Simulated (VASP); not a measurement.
## Mg3NiS4: single point with PBE

The system is Mg3NiS4.

```
Mg Ni S
1.0
    -2.68858    2.68858    5.37717
     2.68858   -2.68858    5.37717
     2.68858    2.68858   -5.37717
Mg Ni S
3 1 4
Direct
  0.75000 0.25000 0.50000
  0.25000 0.75000 0.50000
  0.50000 0.50000 0.00000
  0.00000 0.00000 0.00000
  0.50000 0.00000 0.50000
  0.00000 0.50000 0.50000
  0.25000 0.25000 0.00000
  0.75000 0.75000 0.00000
```

```yaml
Program: VASP 6.6.1
Task: single point
Functional: PBE
Potentials_or_basis: VASP PAW PBE potentials, release 64 (Mg, Ni, S)
Cutoff: 600 eV
k_mesh: 4 × 4 × 4
Occupations: gaussian, width 0.1 eV
Spin: collinear spin, ferromagnetic start
Starting_moments: "[0.0, 0.0, 0.0, 2.0, 0.0, 0.0, 0.0, 0.0] μB"
Dipole_correction: no
Further_INCAR_settings: ALGO = Normal; EDIFF = 1e-06; NBANDS = 34
```

```yaml
Pressure: -8.6 GPa
Largest_force: 0.527 eV/Å
Net_moment: 1.19 μB per cell
Site_moments: Mg -0.00, +0.01 (each value once); Ni +0.95; S +0.04, +0.03 (each value once) μB
Valence_electrons_inside_the_program's_atomic_spheres: Mg 0.27; Ni 8.73; S 3.71, 3.74 (each value once)
```

Forces in eV/Å, atoms in the order of the input:
```
Mg   0.000  0.000  0.000
Mg   0.000  0.000  0.000
Mg   0.000  0.000  0.000
Ni   0.000  0.000  0.000
S    0.000  0.000  0.000
S    0.000  0.000  0.000
S    0.000  0.000 -0.527
S    0.000  0.000  0.527
```

Stress tensor (GPa, compression positive):
```
-8.69  0.00  0.00
 0.00 -8.69  0.00
 0.00  0.00 -8.44
```

Levels at points of the mesh, in eV from the Fermi level:
Spin up:
```tsv
k point	band 18	band 19	band 20	band 21	band 22	band 23	band 24	band 25
(0.00, 0.00, 0.00)	-1.18	-0.54	-0.53	-0.53	1.89	2.43	4.33	4.35
(0.50, 0.00, 0.00)	-1.09	-0.99	-0.84	-0.04	4.44	4.50	4.81	4.83
(0.50, 0.50, 0.00)	-0.85	-0.58	0.03	0.78	4.01	4.04	5.05	5.19
(0.50, 0.50, 0.50)	-1.34	-1.31	-0.94	-0.94	1.77	2.11	4.07	4.11
```
Spin down:
```csv
k point,band 17,band 18,band 19,band 20,band 21,band 22,band 23,band 24
"(0.00, 0.00, 0.00)",-0.48,-0.48,-0.48,-0.25,0.10,1.98,2.47,4.36
"(0.50, 0.00, 0.00)",-0.66,-0.53,-0.36,-0.08,0.96,4.53,4.61,4.87
"(0.50, 0.50, 0.00)",-0.53,-0.39,-0.26,1.03,1.55,4.03,4.07,5.12
"(0.50, 0.50, 0.50)",-0.75,-0.61,-0.61,-0.25,0.20,1.89,2.11,4.14
```

Wall time 8.7 min on 1 thread of Intel Xeon 8259CL, on a shared host, peak memory 0.58 GiB.

Caveat: the cell stands under tension; a cell with one magnetic atom can't hold antiferromagnetic order, which such compounds often take. With open d or f shells a metallic result of PBE can be an artefact of self-interaction; +U or a hybrid may open a gap.
